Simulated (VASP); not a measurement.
# In (I4/mmm) in VASP: notebook

Runs on In. Level: PBEsol. Tasks: single point.

Everything below comes from runs of VASP 6.6.1. Logs are shortened: lines on timing, memory, paths and dates and some standing lists are left out, and cuts for length are marked.

## Step 1: The cell of the first run

It takes space group I4/mmm (No. 139, tetragonal). Conventional cell: a = 3.350 Å, b = 3.350 Å, c = 5.022 Å, α = 90.00°, β = 90.00°, γ = 90.00°. In (site symmetry 4/mmm) has 12 In at 3.35 to 3.45 Å within 4.4 Å.

## Step 2: Single point, PBEsol (strain +0.030 along x and y, +0.015 along z)

INCAR

```
PREC     = Accurate       # precision mode
ENCUT    = 520            # plane-wave cutoff, eV
EDIFF    = 1E-6           # SCF threshold, eV
ISMEAR   = 0              # smearing method
SIGMA    = 0.15           # smearing width, eV
LREAL    = F              # projectors in reciprocal space
LASPH    = T              # aspherical terms in the spheres
NELM     = 60             # most SCF steps
ALGO     = Fast           # electronic algorithm
ISIF     = 2              # what is computed and relaxed
LWAVE    = F              # write WAVECAR
LCHARG   = T              # write CHGCAR
GGA      = PS             # functional
LELF     = T              # ELF
LVHAR    = T            
NBANDS   = 12             # bands
```

KPOINTS

```
regular mesh
0
Gamma
  20 20 20
```

POSCAR

```
In
1.0
   -1.6749345000      1.6749345000      2.5110592500
    1.6749345000     -1.6749345000      2.5110592500
    1.6749345000      1.6749345000     -2.5110592500
In
1
Direct
    0.0000000000      0.0000000000      0.0000000000
```

Potentials or basis: VASP PAW PBE potentials, release 64 (In_d).

Run with:

```console
cat potpaw_PBE.64/In_d/POTCAR > POTCAR
mpirun -np 1 vasp_std > vasp.out
```

OUTCAR:

```text
PREC = Accurate
   ENCUT = 520
   EDIFF = 1E-6
   ISMEAR = 0
   LREAL = F
   LASPH = T
   NELM = 60
   ISIF = 2
   GGA = PS

 ion  position               nearest neighbor table
   1  0.000  0.000  0.000-

  LATTYP: Found a body centered tetragonal cell.
 ALAT       =     3.3498690000
 C/A-ratio  =     1.4991984761

  Lattice vectors:

 A1 = (  -1.6749345000,   1.6749345000,   2.5110592500)
 A2 = (   1.6749345000,  -1.6749345000,   2.5110592500)
 A3 = (   1.6749345000,   1.6749345000,  -2.5110592500)

Analysis of symmetry for initial positions (statically):
=====================================================================
 Subroutine PRICEL returns:
 Original cell was already a primitive cell.

 Routine SETGRP: Setting up the symmetry group for a
 body centered tetragonal supercell.

 Subroutine GETGRP returns: Found 16 space group operations
 (whereof 16 operations were pure point group operations)
 out of a pool of 16 trial point group operations.

The static configuration has the point symmetry D_4h.

Analysis of symmetry for dynamics (positions and initial velocities):
=====================================================================
 Subroutine PRICEL returns:
 Original cell was already a primitive cell.

 Routine SETGRP: Setting up the symmetry group for a
 body centered tetragonal supercell.

 Subroutine GETGRP returns: Found 16 space group operations
 (whereof 16 operations were pure point group operations)
 out of a pool of 16 trial point group operations.

The dynamic configuration has the point symmetry D_4h.

 Subroutine INISYM returns: Found 16 space group operations
 (whereof 16 operations are pure point group operations),
 and found     1 'primitive' translations

----------------------------------------------------------------------------------------

                                     Primitive cell

  volume of cell :      28.1782

  direct lattice vectors                    reciprocal lattice vectors
    -1.674934500  1.674934500  2.511059250     0.000000000  0.298519136  0.199119157
     1.674934500 -1.674934500  2.511059250     0.298519136  0.000000000  0.199119157
     1.674934500  1.674934500 -2.511059250     0.298519136  0.298519136  0.000000000

  length of vectors
     3.451989240  3.451989240  3.451989240     0.358834381  0.358834381  0.422169811

  position of ions in fractional coordinates (direct lattice)
     0.000000000  0.000000000  0.000000000

  ion indices of the primitive-cell ions
   primitive index   ion index
                 1           1

[... 69 lines left out ...]
   ENCUT  =  520.0 eV  38.22 Ry    6.18 a.u.   6.42  6.42  6.42*2*pi/ulx,y,z
   NELM   =     60;   NELMIN=  2; NELMDL= -5     # of ELM steps
   EDIFF  = 0.1E-05   stopping-criterion for ELM
   LREAL  =      F    real-space projection
[... 7 lines left out ...]
   TEBEG  =    0.0;   TEEND  =   0.0 temperature during run
   PSTRESS=    0.0 pullay stress
   NELECT =      13.0000    total number of electrons
   NUPDOWN=      -1.0000    fix difference up-down
   EMIN   =  10.00;   EMAX   =-10.00  energy-range for DOS
   EFERMI =   0.00;   METHOD = LEGACY
   ISMEAR =     0;   SIGMA  =   0.15  broadening in eV -4-tet -1-fermi 0-gaus
   EFERMI_NEDOS =   21; number of points for ismear=-14 and -15
   IALGO  =     68    algorithm
   IMIX   =      4    mixing-type and parameters
     AMIX     =   0.40;   BMIX     =  1.00
     AMIX_MAG =   1.60;   BMIX_MAG =  1.00
  volume/ion in A,a.u.               =      28.18       190.16
  Fermi-wavevector in a.u.,A,eV,Ry     =   1.264984  2.390473 21.771837  1.600185
  Thomas-Fermi vector in A             =   2.398261
   LORBIT       =      0    0 simple, 1 ext, 2 COOP (PROOUT), +10 PAW based schemes
   GGA     = PS    functional components
   LHFCALC =     F    Hartree Fock is set to
   AEXX    =    0.0000 exact exchange contribution
   IVDW    =     0    specifies the selected vdW correction
   LEPSILON=     F    determine dielectric tensor
   LRPA    =     F    only Hartree local field effects (RPA)
 non-spin polarized calculation
 RMM-DIIS sequential band-by-band and
 Gauss-broadening in eV      SIGMA  =   0.15
  energy-cutoff  :      520.00
  volume of cell :       28.18
 maximum number of plane-waves:       778
 NGX is ok and might be reduce to    28
   NGX = 13   NGY = 13   NGZ = 13

 number of electron      12.9999997 magnetization

 Free energy of the ion-electron system (eV)
  ---------------------------------------------------
  ext. energy  EPLUGINS =         0.00000000
  ---------------------------------------------------
  free energy    TOTEN  =        -2.95722739 eV

  energy without entropy =       -2.95214634  energy(sigma->0) =       -2.95468686

 E-fermi :   6.5264     XC(G=0): -10.0568

 val. band max:        6.5094463355   @ k =   0.3000   0.1000   0.0500
 cond. band min:       6.5346751263   @ k =   0.3500   0.2500   0.2000
 fundamental gap:      0.0252287908
 Fermi energy:         6.5263680741

 k-point     1 :       0.0000    0.0000    0.0000
  band No.  band energies     occupation
      1      -7.9763      2.00000
      2      -7.9072      2.00000
      3      -7.9072      2.00000
      4      -7.8251      2.00000
      5      -7.7562      2.00000
      6      -2.5233      2.00000
      7      16.4052      0.00000
      8      16.4052      0.00000
      9      16.5204      0.00000
     10      17.9430      0.00000
     11      19.8907      0.00000
     12      20.0040      0.00000
[... 331 lines left out ...]
 k-point    24 :      -0.3500    0.0500   -0.0000
  band No.  band energies     occupation
      1      -7.9584      2.00000
      2      -7.9295      2.00000
      3      -7.8775      2.00000
      4      -7.7305      2.00000
      5      -7.6969      2.00000
      6      -0.1225      2.00000
      7       7.0580      0.00000
      8      13.8261      0.00000
      9      15.0350      0.00000
     10      17.2713      0.00000
     11      18.7460      0.00000
     12      19.5331      0.00000

 [... further k-points ...]
[... 5 lines left out ...]
  --------------------------------------------------------------------------------------
  -------------------------------------------------------------------------------------
  Total       -0.6012308     -0.6012308     -0.6087230      0.0000000      0.0000000      0.0000000
  in kB      -34.1852826    -34.1852826    -34.6112792      0.0000000      0.0000000      0.0000000
  external PRESSURE =     -34.3272815 kB  Pullay stress =       0.0000000 kB

 VOLUME and BASIS-vectors are now :
 -----------------------------------------------------------------------------
  energy-cutoff  :      520.00
  volume of cell :       28.18
      direct lattice vectors                 reciprocal lattice vectors
    -1.674934500  1.674934500  2.511059250     0.000000000  0.298519136  0.199119157
     1.674934500 -1.674934500  2.511059250     0.298519136  0.000000000  0.199119157
     1.674934500  1.674934500 -2.511059250     0.298519136  0.298519136  0.000000000

 POSITION                                       TOTAL-FORCE (eV/Angst)
 -----------------------------------------------------------------------------------
      0.00000      0.00000      0.00000         0.000000     -0.000000     -0.000000
 -----------------------------------------------------------------------------------
    total drift:                               -0.000000     -0.000000     -0.000000

  FREE ENERGIE OF THE ION-ELECTRON SYSTEM (eV)
  ---------------------------------------------------
  free  energy   TOTEN  =        -2.9572273868 eV

  energy  without entropy=       -2.9521463376  energy(sigma->0) =       -2.95468686
```

stdout:

```text
POSCAR found type information on POSCAR In
 POSCAR found :  1 types and       1 ions
 scaLAPACK will be used
 -----------------------------------------------------------------------------
|                                                                             |
|                                                                             |
|     You enforced a specific xc type in the INCAR file but a different       |
|     I HOPE YOU KNOW WHAT YOU ARE DOING!                                     |
|                                                                             |
 -----------------------------------------------------------------------------

 LDA part: xc-table for (Slater+PW92), standard interpolation
 POSCAR, INCAR and KPOINTS ok, starting setup
 FFT: planning ... GRIDC
 FFT: planning ... GRID_SOFT
 FFT: planning ... GRID
 WAVECAR not read
 entering main loop
WARNING in EDDRMM: call to ZHEGV failed, returncode =   8  4     11
WARNING in EDDRMM: call to ZHEGV failed, returncode =   6  3     11
WARNING in EDDRMM: call to ZHEGV failed, returncode =   8  4     11
WARNING in EDDRMM: call to ZHEGV failed, returncode =   8  4     10
WARNING in EDDRMM: call to ZHEGV failed, returncode =   8  4     12
```

Wall time 1.9 min (1 thread of Intel Xeon 6975P-C (Granite Rapids), shared host); peak memory 0.32 GiB.

Results:

* Free energy: -2.9572 eV
* Pressure: -3.4 GPa

Levels at points of the mesh, in eV from the Fermi level:
```
           k point  band 4  band 5  band 6  band 7  band 8  band 9
(0.00, 0.00, 0.00)  -14.35  -14.28   -9.05    9.88    9.88    9.99
(0.50, 0.00, 0.00)  -14.20  -14.17   -4.27   -3.06    7.28    8.45
(0.50, 0.50, 0.00)  -14.18  -14.12   -1.92   -1.79    3.48    3.82
(0.50, 0.50, 0.50)  -14.16  -14.16   -2.85   -2.32    4.39    4.39
```

Caveat: the cell differs from its parent crystal (strain +0.030 along x and y, +0.015 along z); the PAW data sets were made with another functional, which shifts forces and pressure a little; spin-orbit coupling is left out, which moves the levels of the heavy elements.

## Step 3: Single point, PBEsol (strain +0.030 along x and y, +0.030 along z)

INCAR

```
SYSTEM = In
PREC = Accurate
ENCUT = 520
EDIFF = 1E-7
ISMEAR = 0
SIGMA = 0.15
LREAL = .False.
LASPH = .True.
NELM = 100
ALGO = Fast
ISIF = 2
LWAVE = .False.
LCHARG = .False.
GGA = PS
NBANDS = 12
```

KPOINTS

```
Automatic mesh
0
Gamma
  20 20 20
  0 0 0
```

POSCAR

```
In
1.0
   -1.6749345000      1.6749345000      2.5481685000
    1.6749345000     -1.6749345000      2.5481685000
    1.6749345000      1.6749345000     -2.5481685000
In
1
Direct
    0.0000000000      0.0000000000      0.0000000000
```

Potentials or basis: VASP PAW PBE potentials, release 64 (In_d).

Run with:

```console
cat potpaw_PBE.64/In_d/POTCAR > POTCAR
mpirun -np 1 vasp_std > vasp.out
```

Wall time 1.9 min (1 thread of Intel Xeon 6975P-C (Granite Rapids), shared host); peak memory 0.32 GiB.

The run converged. Its results:

* Free energy: -2.9479 eV
* Pressure: -3.8 GPa

Stress tensor (GPa, compression positive):
```
-3.71  0.00  0.00
 0.00 -3.71  0.00
 0.00  0.00 -3.88
```

Levels at points of the mesh, in eV from the Fermi level:
```tsv
k point	band 2	band 3	band 4	band 5	band 6	band 7	band 8	band 9	band 10	band 11
(0.00, 0.00, 0.00)	-14.41	-14.41	-14.35	-14.27	-8.95	9.76	9.76	9.88	11.41	13.24
(0.50, 0.00, 0.00)	-14.47	-14.40	-14.20	-14.17	-4.26	-2.99	7.03	8.49	10.81	10.89
(0.50, 0.50, 0.00)	-14.53	-14.20	-14.18	-14.11	-1.87	-1.69	3.36	3.79	6.60	7.07
(0.50, 0.50, 0.50)	-14.53	-14.18	-14.16	-14.16	-3.02	-2.34	4.49	4.49	7.68	7.85
```

Caveat: the cell differs from its parent crystal (strain +0.030 along x and y, +0.030 along z); the PAW data sets were made with another functional, which shifts forces and pressure a little; spin-orbit coupling is left out, which moves the levels of the heavy elements.
